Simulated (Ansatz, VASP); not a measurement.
# Br: VASP beside Ansatz

```
Br
1.0
     0.00000    2.34181    2.34181
     2.34181    0.00000    2.34181
     2.34181    2.34181    0.00000
Br
1
Cartesian
  0.0000 0.0000 0.0000
```

Change from the starting cell: volume scaled by 0.975.

Alike in both runs: task single point; functional PBE; k mesh 16 × 16 × 16; occupations fermi-dirac, width 0.03 eV; no spin polarisation.

|  | VASP | Ansatz |
| --- | --- | --- |
| version | VASP 6.6.1 | Ansatz 0.2.0 |
| potentials or method | VASP PAW PBE potentials, release 64 (Br), cutoff 520 eV | all-electron LAPW, scalar-relativistic |

```csv
,VASP,Ansatz,Ansatz less VASP
pressure (GPa),0.7,0.7,-0.01
```

Ansatz ran all-electron here, and VASP with PAW potentials.
